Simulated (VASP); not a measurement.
A run of VASP 6.6.1 is set up as follows.

The input INCAR:

```
PREC     = Accurate       # precision mode
ENCUT    = 600            # plane-wave cutoff, eV
EDIFF    = 1E-7           # SCF threshold, eV
ISMEAR   = 0              # smearing method
SIGMA    = 0.1            # smearing width, eV
LREAL    = F              # projectors in reciprocal space
LASPH    = T              # aspherical terms in the spheres
NELM     = 120            # most SCF steps
ALGO     = Normal         # electronic algorithm
ISIF     = 3              # what is computed and relaxed
LWAVE    = F              # write WAVECAR
LCHARG   = F              # write CHGCAR
GGA      = PE             # functional
IBRION   = 2              # ionic algorithm
NSW      = 90             # ionic steps
EDIFFG   = -0.04          # ionic threshold
GGA_COMPAT= F            
NELMIN   = 4
```

Contents of KPOINTS:

```
regular mesh
0
Gamma
  4 4 4
```

Contents of POSCAR:

```
BAs2
1.0
   -3.0541129600      3.0541129600      2.8471976600
    3.0541129600     -3.0541129600      2.8471976600
    3.0541129600      3.0541129600     -2.8471976600
B As
2 4
Direct
    0.7776095400      0.7776095400      0.0000000000
    0.2223904600      0.2223904600      0.0000000000
    0.0000000000      0.7445779100      0.7445779100
    0.0000000000      0.2554220900      0.2554220900
    0.7445779100      0.0000000000      0.7445779100
    0.2554220900      0.0000000000      0.2554220900
```

Potentials or basis: VASP PAW PBE potentials, release 64 (B, As_d).

Run with:

```console
$ cat potpaw_PBE.64/B/POTCAR potpaw_PBE.64/As_d/POTCAR > POTCAR
$ mpirun -np 1 vasp_std > vasp.out
```

Q: What does it give for the relaxed cell?

A: a = 5.604 Å, b = 5.604 Å, c = 5.604 Å, α = 98.25°, β = 98.25°, γ = 135.47°.

Q: Estimate the band gap on the k mesh.

A: Zero (bands 33 and 34 overlap by 0.19 eV).

Q: What does it give for the relaxed volume?

A: 19.04 Å³/atom.

Stress tensor (GPa, compression positive):
```
 0.13  0.00  0.00
 0.00  0.13  0.00
 0.00  0.00 -0.05
```

Caveat: the k points lie up to 0.43 Å⁻¹ apart in the final cell; semilocal functionals underestimate gaps, so a narrow gap can read as zero.
